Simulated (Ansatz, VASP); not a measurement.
## One calculation of PbF2, two programs

```xyz
3
Lattice="0.0000 2.9637 2.9637 2.9637 0.0000 2.9637 2.9637 2.9637 0.0000" Properties=species:S:1:pos:R:3 pbc="T T T"
Pb    0.0000    0.0000    0.0000
F     4.4455    4.4455    4.4455
F     1.4818    1.4818    1.4818
```

Alike in both runs: task relaxation of cell and atoms; functional r2SCAN; dispersion rVV10; k mesh 8 × 8 × 8; occupations fermi-dirac, width 0.05 eV; no spin polarisation.

|  | VASP | Ansatz |
| --- | --- | --- |
| version | VASP 6.6.1 | Ansatz 0.2.0 |
| potentials or method | VASP PAW PBE potentials, release 64 (Pb_d, F) | Ansatz PAW |
| plane-wave cutoff (eV) | 660 | 500 |
| valence electrons in the cell | 28 | 28 |

|  | VASP | Ansatz | Ansatz less VASP |
| --- | --- | --- | --- |
| gap on the k mesh at the Fermi level, each at its own relaxed structure (eV) | 4.88 | 4.88 | -0.003 |
| relaxed volume (Å³/atom) | 17.04 | 17.05 | +0.011 |
| relaxed length of the cell vector where the two differ most in proportion (Å) | 4.166 | 4.167 | +0.0009 |

VASP's potentials were made for PBE, not for r2SCAN.

Spin-orbit coupling is off throughout. Noted on Ansatz's run: the plane-wave basis is chosen anew once the cell has moved, so the energies of steps on either side of that aren't comparable.
